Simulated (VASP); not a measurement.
Write the native input for VASP 6.6.1 that does the following.

- Task: single point
- Functional: PBE
- Potentials or basis: VASP PAW PBE potentials, release 64 (Ag, Cl)
- Cutoff: 520 eV
- k mesh: 8 × 8 × 8
- Occupations: gaussian, width 0.05 eV
- Spin: no spin polarisation
- Dipole correction: no
- Further INCAR settings: ALGO = Normal; EDIFF = 1e-06; NBANDS = 16

The structure of AgCl lies in POSCAR:

```
AgCl
1.0
    0.0000000000      2.7454185000      2.7731500000
    2.7731500000      0.0000000000      2.7731500000
    2.7731500000      2.7454185000      0.0000000000
Ag Cl
1 1
Direct
    0.5000000000      0.5000000000      0.5000000000
    0.0000000000      0.0000000000      0.0000000000
```

This cell differs from its parent crystal: strain -0.0100 x Voigt [0, 1, 0, 0, 0, 0].

These files were run (other wordings do the same):

INCAR

```
SYSTEM = AgCl
ALGO = Normal ; EDIFF = 1E-6
ENCUT = 520 ; GGA = PE
ISIF = 2 ; ISMEAR = 0
LASPH = .True. ; LCHARG = .False.
LREAL = .False. ; LWAVE = .False.
NBANDS = 16 ; NELM = 100
PREC = Accurate ; SIGMA = 0.05
```

KPOINTS

```
k-points
0
Gamma
  8 8 8
  0 0 0
```

Potentials or basis: VASP PAW PBE potentials, release 64 (Ag, Cl).

The run is started by

```bash
$ cat potpaw_PBE.64/Ag/POTCAR potpaw_PBE.64/Cl/POTCAR > POTCAR
$ mpirun -np 1 vasp_std > vasp.out
```

Results of the run:

| Item | Value |
| --- | --- |
| Pressure | 2.0 GPa |
| Band gap on the k mesh | 0.88 eV (least direct gap 3.21 eV) |

Caveat: the cell differs from its parent crystal (strain -0.0100 x Voigt [0, 1, 0, 0, 0, 0]).

Run time: 20 s on 1 thread of Intel(R) Xeon(R) Platinum 8488C (Sapphire Rapids) (shared host), peak memory 0.19 GiB.
